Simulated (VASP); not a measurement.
A run of VASP 6.6.1:

File POSCAR:

```
Hf2N
1.0
    5.3219023949      0.0000000000      0.0000000000
    0.0000000000      5.3219023949      0.0000000000
    0.0000000000      0.0000000000      3.2578281074
Hf N
4 2
Direct
    0.2970735644      0.2970735644      0.0000000000
    0.7029264356      0.7029264356      0.0000000000
    0.7970735644      0.2029264356      0.5000000000
    0.2029264356      0.7970735644      0.5000000000
    0.0000000000      0.0000000000      0.0000000000
    0.5000000000      0.5000000000      0.5000000000
```

INCAR.step1

```
PREC = Accurate
ENCUT = 520
ISMEAR = 0
SIGMA = 0.1
LREAL = False
LASPH = True
NELM = 80
NBANDS = 34
GGA = PE
ALGO = Normal
EDIFF = 1E-4
LWAVE = True
LCHARG = False
```

File INCAR.step2:

```
PREC = Accurate
ENCUT = 520
EDIFF = 1E-6
ISMEAR = 0
SIGMA = 0.1
LREAL = False
LASPH = True
NELM = 80
ALGO = Normal
ISIF = 2
LWAVE = False
LCHARG = True
METAGGA = R2SCAN
LMIXTAU = True
LELF = True
LVHAR = True
NBANDS = 34
ISTART = 1
```

Contents of KPOINTS:

```
Automatic mesh
0
Gamma
  4 4 4
```

Potentials or basis: VASP PAW PBE potentials, release 64 (Hf_pv, N).

Run with:

```console
$ cat potpaw_PBE.64/Hf_pv/POTCAR potpaw_PBE.64/N/POTCAR > POTCAR
$ cp INCAR.step1 INCAR
$ mpirun -np 1 vasp_std > vasp.out
$ cp INCAR.step2 INCAR
$ mpirun -np 1 vasp_std > vasp.out
```

Hardware: 1 thread of Intel(R) Xeon(R) 6975P-C (Granite Rapids), with other jobs on the host.

**Question.** How long does it take, and how much memory?

**Answer.** Run time: 84 s on 1 thread of Intel(R) Xeon(R) 6975P-C (Granite Rapids), with other jobs on the host, peak memory 0.22 GiB. Counts: k points 18.
